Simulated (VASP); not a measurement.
Wanted: the native input for a VASP 6.6.1 run.

* Task: relaxation of cell and atoms
* Functional: PBE
* Potentials or basis: VASP PAW PBE potentials, release 64 (Ni_sv_GW, O)
* Cutoff: 700 eV
* k mesh: 6 × 6 × 6
* Occupations: gaussian, width 0.01 eV
* Spin: collinear spin, antiferromagnetic start
* Starting moments: [2.0, -2.0, 0.0, 0.0] μB
* Hubbard terms: Ni d U = 6.0 eV
* Dipole correction: no
* Further INCAR settings: ALGO = Normal; EDIFF = 1e-07; IBRION = 2; EDIFFG = -0.003; NSW = 80; ISIF = 3

The structure of NiO lies in POSCAR:

```
NiO
1.0
    2.0885000000      2.0885000000      4.1770000000
    4.1770000000      2.0885000000      2.0885000000
    2.0885000000      4.1770000000      2.0885000000
Ni O
2 2
Direct
    0.0000000000      0.0000000000      0.0000000000
    0.5000000000      0.5000000000      0.5000000000
    0.2500000000      0.2500000000      0.2500000000
    0.7500000000      0.7500000000      0.7500000000
```

One way to write it, as run:

INCAR

```
ALGO = Normal ; EDIFF = 1E-7
EDIFFG = -0.003 ; ENCUT = 700
GGA = PE ; GGA_COMPAT = F
IBRION = 2 ; ISIF = 3
ISMEAR = 0 ; ISPIN = 2
LASPH = T ; LCHARG = F
LDAU = T ; LDAUJ = 0 0
LDAUL = 2 -1 ; LDAUPRINT = 1
LDAUTYPE = 2 ; LDAUU = 6 0
LMAXMIX = 4 ; LORBIT = 11
LREAL = F ; LWAVE = F
MAGMOM = 2 -2 0 0 ; NELM = 200
NELMIN = 4 ; NSW = 80
PREC = Accurate ; SIGMA = 0.01
```

KPOINTS

```
k-points
0
Gamma
  6 6 6
```

Potentials or basis: VASP PAW PBE potentials, release 64 (Ni_sv_GW, O).

Command:

```bash
$ cat potpaw_PBE.64/Ni_sv_GW/POTCAR potpaw_PBE.64/O/POTCAR > POTCAR
$ mpirun -np 1 vasp_std > vasp.out
```

Results of the run:

| Item | Value |
| --- | --- |
| Relaxed volume | 9.48 Å³/atom |
| Relaxed cell | a = 5.180 Å, b = 5.180 Å, c = 5.180 Å, α = 33.59°, β = 33.59°, γ = 33.59° |
| Space group after relaxing (to 0.1 Å) | Fm-3m (No. 225) |
| Energy gained by relaxing | 8.8 meV/atom |
| Ionic steps | 7 |
| Pressure after relaxing | 0.0 GPa |
| Band gap on the k mesh | 2.88 eV |
| Net moment | 0.00 μB per cell |
| Site moments | Ni +1.74, -1.74; O +0.00 μB |
| Valence electrons inside the program's atomic spheres | Ni 16.09; O 5.01 |

Run time: 11 min on 1 thread of Intel(R) Xeon(R) 6975P-C (Granite Rapids) (shared host), peak memory 0.47 GiB.
